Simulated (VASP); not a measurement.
# Rb2Nb (I4/mmm) in VASP: a series of runs

Rb2Nb is run at these levels: PBE; tasks: single point, relaxation of cell and atoms.

Everything below comes from runs of VASP 6.6.1. Logs are shortened: lines on timing, memory, paths and dates and some standing lists are left out, and cuts for length are marked.

### 1 The cell of the first run

Symmetry: I4/mmm, No. 139, tetragonal system. Conventional cell: a = 5.011 Å, b = 5.011 Å, c = 8.218 Å, α = 90.00°, β = 90.00°, γ = 90.00°. Within 2.0 Å of Rb (site symmetry 4mm) lie 1 Rb at 1.53 Å. Within 4.4 Å of Nb (site symmetry 4/mmm) lie 10 Rb at 3.34 to 3.62 Å.

### 2 Single point, PBE

Input file INCAR:

```
SYSTEM = Rb2Nb
PREC = Accurate
ENCUT = 520
EDIFF = 1E-6
ISMEAR = 0
SIGMA = 0.1
LREAL = .FALSE.
LASPH = .TRUE.
NELM = 80
ALGO = Fast
ISIF = 2
LWAVE = .FALSE.
LCHARG = .FALSE.
GGA = PE
NBANDS = 22
```

Input file KPOINTS:

```
Automatic mesh
0
G
  6 6 6
  0 0 0
```

Input file POSCAR:

```
Rb2Nb
1.0
   -2.5052548209      2.5052548209      4.1088755160
    2.5052548209     -2.5052548209      4.1088755160
    2.5052548209      2.5052548209     -4.1088755160
Rb Nb
2 1
Direct
    0.5930000000      0.5930000000      0.0000000000
    0.4070000000      0.4070000000      0.0000000000
    0.0000000000      0.0000000000      0.0000000000
```

Potentials or basis: VASP PAW PBE potentials, release 64 (Rb_sv, Nb_sv).

Command:

```console
cat potpaw_PBE.64/Rb_sv/POTCAR potpaw_PBE.64/Nb_sv/POTCAR > POTCAR
mpirun -np 1 vasp_std > vasp.out
```

OUTCAR:

```text
SYSTEM = Rb2Nb
   PREC = Accurate
   ENCUT = 520
   EDIFF = 1E-6
   ISMEAR = 0
   LREAL = .FALSE.
   LASPH = .TRUE.
   NELM = 80
   ISIF = 2
   GGA = PE

 ion  position               nearest neighbor table
   1  0.593  0.593  0.000-   2 1.53   3 3.34   3 3.62   3 3.62   3 3.62   3 3.62   2 4.38   2 4.38
                             2 4.38   2 4.38   2 5.24   2 5.24   2 5.24   2 5.24
   2  0.407  0.407  0.000-   1 1.53   3 3.34   3 3.62   3 3.62   3 3.62   3 3.62   1 4.38   1 4.38
                             1 4.38   1 4.38   1 5.24   1 5.24   1 5.24   1 5.24
   3  0.000  0.000  0.000-   1 3.34   2 3.34   1 3.62   2 3.62   1 3.62   1 3.62   1 3.62   2 3.62
                             2 3.62   2 3.62

 -----------------------------------------------------------------------------
|                                                                             |
|           W    W    AA    RRRRR   N    N  II  N    N   GGGG   !!!           |
|           W    W   A  A   R    R  NN   N  II  NN   N  G    G  !!!           |
|           W    W  A    A  R    R  N N  N  II  N N  N  G       !!!           |
|           W WW W  AAAAAA  RRRRR   N  N N  II  N  N N  G  GGG   !            |
|           WW  WW  A    A  R   R   N   NN  II  N   NN  G    G                |
|           W    W  A    A  R    R  N    N  II  N    N   GGGG   !!!           |
|                                                                             |
|     The distance between some ions is very small. Please check the          |
|     nearest-neighbor list in the OUTCAR file.                               |
|     I HOPE YOU KNOW WHAT YOU ARE DOING!                                     |
|                                                                             |
 -----------------------------------------------------------------------------

  LATTYP: Found a body centered tetragonal cell.
 ALAT       =     5.0105096418
 C/A-ratio  =     1.6401028278

  Lattice vectors:

 A1 = (  -2.5052548209,   2.5052548209,   4.1088755160)
 A2 = (   2.5052548209,  -2.5052548209,   4.1088755160)
 A3 = (   2.5052548209,   2.5052548209,  -4.1088755160)

Analysis of symmetry for initial positions (statically):
=====================================================================
 Subroutine PRICEL returns:
 Original cell was already a primitive cell.

 Routine SETGRP: Setting up the symmetry group for a
 body centered tetragonal supercell.

 Subroutine GETGRP returns: Found 16 space group operations
 (whereof 16 operations were pure point group operations)
 out of a pool of 16 trial point group operations.

The static configuration has the point symmetry D_4h.

Analysis of symmetry for dynamics (positions and initial velocities):
=====================================================================
 Subroutine PRICEL returns:
 Original cell was already a primitive cell.

 Routine SETGRP: Setting up the symmetry group for a
 body centered tetragonal supercell.

 Subroutine GETGRP returns: Found 16 space group operations
 (whereof 16 operations were pure point group operations)
 out of a pool of 16 trial point group operations.

The dynamic configuration has the point symmetry D_4h.

 Subroutine INISYM returns: Found 16 space group operations
 (whereof 16 operations are pure point group operations),
 and found     1 'primitive' translations

----------------------------------------------------------------------------------------

                                     Primitive cell

  volume of cell :     103.1542

  direct lattice vectors                    reciprocal lattice vectors
    -2.505254821  2.505254821  4.108875516     0.000000000  0.199580496  0.121687795
     2.505254821 -2.505254821  4.108875516     0.199580496  0.000000000  0.121687795
     2.505254821  2.505254821 -4.108875516     0.199580496  0.199580496  0.000000000

  length of vectors
     5.425445737  5.425445737  5.425445737     0.233752634  0.233752634  0.282249444

  position of ions in fractional coordinates (direct lattice)
     0.593000000  0.593000000  0.000000000
     0.407000000  0.407000000  0.000000000
     0.000000000  0.000000000  0.000000000

  ion indices of the primitive-cell ions
   primitive index   ion index
                 1           1
                 2           2
                 3           3

----------------------------------------------------------------------------------------

 KPOINTS: Automatic mesh

Automatic generation of k-mesh.
 Grid dimensions read from file:
 generate k-points for:    6    6    6

 Generating k-lattice:

  Cartesian coordinates                     Fractional coordinates (reciprocal lattice)
     0.000000000  0.033263416  0.020281299     0.166666667  0.000000000 -0.000000000
     0.033263416  0.000000000  0.020281299     0.000000000  0.166666667 -0.000000000
     0.033263416  0.033263416  0.000000000     0.000000000  0.000000000  0.166666667

  Length of vectors
     0.038958772  0.038958772  0.047041574

  Shift w.r.t. Gamma in fractional coordinates (k-lattice)
     0.000000000  0.000000000  0.000000000

 Subroutine IBZKPT returns following result:
 ===========================================

 Found     30 irreducible k-points:

 Following reciprocal coordinates:
            Coordinates               Weight
  0.000000  0.000000  0.000000      1.000000
  0.166667 -0.000000  0.000000      8.000000
  0.333333  0.000000 -0.000000      8.000000
  0.500000  0.000000  0.000000      4.000000
  0.166667  0.166667 -0.000000      8.000000
  0.333333  0.166667 -0.000000     16.000000
[... 16 lines left out ...]
 -0.333333 -0.333333  0.166667      8.000000
 -0.166667 -0.333333  0.166667      8.000000
 [... further k-points ...]
   k-points           NKPTS =     30   k-points in BZ     NKDIM =     30   number of bands    NBANDS=     22
   number of dos      NEDOS =    301   number of ions     NIONS =      3
   total plane-waves  NPLWV =  64000
   dimension x,y,z NGX =    40 NGY =   40 NGZ =   40
   dimension x,y,z NGXF=    80 NGYF=   80 NGZF=   80
   ions per type =               2   1
   NGX,Y,Z   is equivalent  to a cutoff of  12.26, 12.26, 12.26 a.u.
   NGXF,Y,Z  is equivalent  to a cutoff of  24.51, 24.51, 24.51 a.u.
 SYSTEM =  Rb2Nb
   PREC   = accura    normal or accurate (medium, high low for compatibility)
   ISTART =      0    job   : 0-new  1-cont  2-samecut
   ICHARG =      2    charge: 1-file 2-atom 10-const
   ISPIN  =      1    spin polarized calculation?
   LNONCOLLINEAR =      F non collinear calculations
   LSORBIT =      F    spin-orbit coupling
   LASPH  =      T    aspherical Exc in radial PAW
   ENCUT  =  520.0 eV  38.22 Ry    6.18 a.u.  10.09 10.09 10.09*2*pi/ulx,y,z
   NELM   =     80;   NELMIN=  2; NELMDL= -5     # of ELM steps
   EDIFF  = 0.1E-05   stopping-criterion for ELM
   LREAL  =      F    real-space projection
   EDIFFG = 0.1E-04   stopping-criterion for IOM
   NSW    =      0    number of steps for IOM
   IBRION =     -1    ionic relax: 0-MD 1-quasi-New 2-CG
   NFREE  =      0    steps in history (QN), initial steepest desc. (CG)
   ISIF   =      2    stress and relaxation
   ISYM   =      2    0-nonsym 1-usesym 2-fastsym
   POTIM  = 0.5000    time-step for ionic-motion
   TEBEG  =    0.0;   TEEND  =   0.0 temperature during run
   PSTRESS=    0.0 pullay stress
   NELECT =      31.0000    total number of electrons
   NUPDOWN=      -1.0000    fix difference up-down
   EMIN   =  10.00;   EMAX   =-10.00  energy-range for DOS
   EFERMI =   0.00;   METHOD = LEGACY
   ISMEAR =     0;   SIGMA  =   0.10  broadening in eV -4-tet -1-fermi 0-gaus
   EFERMI_NEDOS =   21; number of points for ismear=-14 and -15
   IALGO  =     68    algorithm
   IMIX   =      4    mixing-type and parameters
     AMIX     =   0.40;   BMIX     =  1.00
     AMIX_MAG =   1.60;   BMIX_MAG =  1.00
  volume/ion in A,a.u.               =      34.38       232.04
  Fermi-wavevector in a.u.,A,eV,Ry     =   1.096562  2.072201 16.360297  1.202448
  Thomas-Fermi vector in A             =   2.232906
   LORBIT       =      0    0 simple, 1 ext, 2 COOP (PROOUT), +10 PAW based schemes
   GGA     = PE    functional components
   LHFCALC =     F    Hartree Fock is set to
   AEXX    =    0.0000 exact exchange contribution
   IVDW    =     0    specifies the selected vdW correction
   LEPSILON=     F    determine dielectric tensor
   LRPA    =     F    only Hartree local field effects (RPA)
 non-spin polarized calculation
 RMM-DIIS sequential band-by-band and
 Gauss-broadening in eV      SIGMA  =   0.10
  energy-cutoff  :      520.00
  volume of cell :      103.15
 maximum number of plane-waves:      2812
   NGX = 21   NGY = 21   NGZ = 21

 number of electron      30.9999999 magnetization

 Free energy of the ion-electron system (eV)
  ---------------------------------------------------
  ext. energy  EPLUGINS =         0.00000000
  ---------------------------------------------------
  free energy    TOTEN  =        29.55174902 eV

  energy without entropy =       29.60182476  energy(sigma->0) =       29.57678689

 E-fermi :   2.6079     XC(G=0):  -8.5691

 val. band max:        2.6038910792   @ k =  -0.1667  -0.3333   0.1667
 cond. band min:       2.6165766354   @ k =  -0.1667   0.5000   0.1667
 fundamental gap:      0.0126855562
 Fermi energy:         2.6079380644

 k-point     1 :       0.0000    0.0000    0.0000
  band No.  band energies     occupation
      1     -52.7388      2.00000
      2     -36.2058      2.00000
      3     -28.9241      2.00000
      4     -28.6998      2.00000
      5     -28.6998      2.00000
      6     -22.9879      2.00000
[... 14 lines left out ...]
     21       7.0660      0.00000
     22       7.0707      0.00000

 k-point     2 :       0.1667   -0.0000    0.0000
  band No.  band energies     occupation
      1     -52.7388      2.00000
      2     -36.2056      2.00000
      3     -28.9242      2.00000
      4     -28.7000      2.00000
      5     -28.6998      2.00000
      6     -22.9917      2.00000
[... 14 lines left out ...]
     21       6.3443      0.00000
     22       7.2210      0.00000
[... 523 lines left out ...]
     21       4.8387      0.00000
     22       6.0850      0.00000

 k-point    24 :      -0.1667   -0.3333    0.1667
  band No.  band energies     occupation
      1     -52.7388      2.00000
      2     -36.2052      2.00000
      3     -28.9246      2.00000
      4     -28.7002      2.00000
      5     -28.6999      2.00000
      6     -23.0040      2.00000
[... 14 lines left out ...]
     21       5.6763      0.00000
     22       6.3409      0.00000

 [... further k-points ...]

------------------------ aborting loop because EDIFF is reached ----------------------------------------

  FORCE on cell =-STRESS in cart. coord.  units (eV):
  Direction    XX          YY          ZZ          XY          YZ          ZX
  --------------------------------------------------------------------------------------
  -------------------------------------------------------------------------------------
  Total       -3.2555675     -3.2555675    162.0218191      0.0000000      0.0000000      0.0000000
  in kB      -50.5650569    -50.5650569   2516.5021043      0.0000000      0.0000000      0.0000000
  external PRESSURE =     805.1239968 kB  Pullay stress =       0.0000000 kB

 VOLUME and BASIS-vectors are now :
 -----------------------------------------------------------------------------
  energy-cutoff  :      520.00
  volume of cell :      103.15
      direct lattice vectors                 reciprocal lattice vectors
    -2.505254821  2.505254821  4.108875516     0.000000000  0.199580496  0.121687795
     2.505254821 -2.505254821  4.108875516     0.199580496  0.000000000  0.121687795
     2.505254821  2.505254821 -4.108875516     0.199580496  0.199580496  0.000000000

 POSITION                                       TOTAL-FORCE (eV/Angst)
 -----------------------------------------------------------------------------------
      0.00000      0.00000      4.87313         0.000000      0.000000    108.834767
      0.00000      0.00000      3.34462        -0.000000     -0.000000   -108.834767
      0.00000      0.00000      0.00000         0.000000      0.000000      0.000000
 -----------------------------------------------------------------------------------
    total drift:                                0.000000     -0.000000      0.000000

  FREE ENERGIE OF THE ION-ELECTRON SYSTEM (eV)
  ---------------------------------------------------
  free  energy   TOTEN  =        29.5517490159 eV

  energy  without entropy=       29.6018247642  energy(sigma->0) =       29.57678689
```

Run time: 2.8 min. Hardware: 1 thread of Intel Xeon 6975P-C (Granite Rapids), shared host; peak memory 0.28 GiB.

Results:

```yaml
Free_energy: 29.5517 eV
Pressure: 80.5 GPa
Largest_force: 108.835 eV/Å
Band_gap_on_the_k_mesh: zero (an odd number of electrons rules out a gap without spin polarisation)
```

Forces on the atoms (eV/Å):
```
Rb     0.000    0.000  108.835
Rb     0.000    0.000 -108.835
Nb     0.000    0.000    0.000
```

Caveat: atoms lie so close that the PAW spheres overlap strongly, which falsifies energies and pressures; the cell stands under pressure; forces of over 1 eV/Å act on the atoms, so gaps and moduli don't describe the material at rest.

### 3 Relaxation of cell and atoms, PBE

Input file INCAR:

```
  ALGO = Normal
  EDIFF = 1E-6
  EDIFFG = -0.04
  ENCUT = 600
  GGA = PE
  IBRION = 2
  ISIF = 3
  ISMEAR = 0
  LASPH = T
  LCHARG = F
  LREAL = F
  LWAVE = F
  NELM = 60
  NSW = 90
  PREC = Accurate
  SIGMA = 0.1
```

Input file KPOINTS:

```
k-points
0
Gamma
  6 6 6
```

POSCAR is that of step 2.

Potentials or basis: VASP PAW PBE potentials, release 64 (Rb_sv, Nb_sv).

Command:

```console
cat potpaw_PBE.64/Rb_sv/POTCAR potpaw_PBE.64/Nb_sv/POTCAR > POTCAR
mpirun -np 1 vasp_std > vasp.out
```

Wall time 26 min (1 thread of Intel Xeon 6975P-C (Granite Rapids), shared host); peak memory 0.41 GiB.

The run converged. Its results:

```
Free energy                           : -5.1516 eV
Relaxed volume                        : 28.51 Å³/atom
Relaxed cell                          : a = 8.720 Å, b = 8.720 Å, c = 8.720 Å, α = 158.95°, β = 158.95°, γ = 29.95°
Space group after relaxing (to 0.1 Å) : I4/mmm (No. 139)
Pressure after relaxing               : 0.0 GPa
Largest force after relaxing          : 0.018 eV/Å
Band gap on the k mesh                : zero (an odd number of electrons rules out a gap without spin polarisation)
```

Forces on the atoms (eV/Å):
```
Rb   0.000  0.000 -0.018
Rb   0.000  0.000  0.018
Nb   0.000  0.000  0.000
```

Final structure:
```yaml
crystal:
  lattice:
    - [-1.59314, 1.59314, 8.42417]
    - [1.59314, -1.59314, 8.42417]
    - [1.59314, 1.59314, -8.42417]
  atoms:
    - { symbol: Rb, position: [0.15764, 0.15764, 0.00000] }
    - { symbol: Rb, position: [0.84236, 0.84236, 0.00000] }
    - { symbol: Nb, position: [0.00000, 0.00000, 0.00000] }
```

Levels at points of the mesh, in eV from the Fermi level:
```csv
k point,band 14,band 15,band 16,band 17,band 18,band 19
"(0.00, 0.00, 0.00)",-1.49,-1.38,-0.44,1.04,1.04,1.19
"(0.50, 0.00, 0.00)",-1.44,-0.42,0.37,1.29,1.40,1.43
"(0.50, 0.50, 0.00)",-1.32,-1.07,-0.31,0.06,1.18,1.47
"(0.50, 0.50, 0.50)",-1.87,-1.39,0.42,0.67,1.13,1.13
```

Caveat: the volume moved by over 15 % at a fixed basis, so the end points are rough.
